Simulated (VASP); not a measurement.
# W: relaxation of the atoms with PBE

System: W, a slab with vacuum.

```xyz
7
Lattice="3.1834 0.0000 0.0000 0.0000 3.1834 0.0000 0.0000 0.0000 25.5503" Properties=species:S:1:pos:R:3 pbc="T T T"
W     0.0000    0.0000    8.0000
W     1.5917    1.5917    9.5917
W     0.0000    0.0000   11.1834
W     1.5917    1.5917   12.7752
W     0.0000    0.0000   14.3669
W     1.5917    1.5917   15.9586
W     0.0000    0.0000   17.5503
```

```json
{
 "Program": "VASP 6.6.1",
 "Task": "relaxation of the atoms",
 "Functional": "PBE",
 "Potentials or basis": "VASP PAW PBE potentials, release 64 (W_sv)",
 "Cutoff": "520 eV",
 "k mesh": "11 × 11 × 1",
 "Occupations": "fermi-dirac, width 0.08 eV",
 "Spin": "no spin polarisation",
 "Dipole correction": "yes",
 "Further INCAR settings": "ALGO = Normal; EDIFF = 1e-06; IBRION = 2; EDIFFG = -0.01; NSW = 60"
}
```

```
Energy gained by relaxing : 47.4 meV/atom
Ionic steps               : 13
Band gap on the k mesh    : zero (bands 49 and 50 overlap by 1.81 eV)
```

The path:
```
step  energy change (eV)  largest force (eV/Å)  pressure (GPa)
   1              0.0000                1.7302           -4.76
   2             -0.2987                0.2920           -2.91
   3             -0.2987                0.2941           -2.90
   4             -0.3134                0.2083           -2.55
   5             -0.3151                0.2575           -2.38
   6             -0.3238                0.1900           -2.12
   7             -0.3308                0.1003           -1.68
   8             -0.3310                0.1192           -1.59
   9             -0.3313                0.1047           -1.27
  10             -0.3321                0.0235           -1.42
  11             -0.3321                0.0224           -1.43
  12             -0.3321                0.0120           -1.40
  13             -0.3321                0.0015           -1.41
```

Final structure:
```yaml
crystal:
  lattice:
    - [3.18342, 0.00000, 0.00000]
    - [0.00000, 3.18342, 0.00000]
    - [0.00000, 0.00000, 25.55030]
  atoms:
    - { symbol: W, position: [0.00000, 0.00000, 0.31897] }
    - { symbol: W, position: [0.50000, 0.50000, 0.37441] }
    - { symbol: W, position: [0.00000, 0.00000, 0.43818] }
    - { symbol: W, position: [0.50000, 0.50000, 0.50000] }
    - { symbol: W, position: [0.00000, 0.00000, 0.56182] }
    - { symbol: W, position: [0.50000, 0.50000, 0.62559] }
    - { symbol: W, position: [0.00000, 0.00000, 0.68103] }
```

Levels at points of the mesh, in eV from the Fermi level:
```csv
k point,band 45,band 46,band 47,band 48,band 49,band 50,band 51,band 52,band 53,band 54
"(0.00, 0.00, 0.00)",-0.64,-0.55,-0.55,-0.51,-0.27,-0.22,-0.05,-0.05,0.20,0.97
```

Run time: 19 min on 4 MPI ranks on Intel(R) Xeon(R) Platinum 8488C (Sapphire Rapids), on a shared host, peak memory 0.46 GiB a rank.

Caveat: spin-orbit coupling is left out, which moves the levels of the heavy elements.
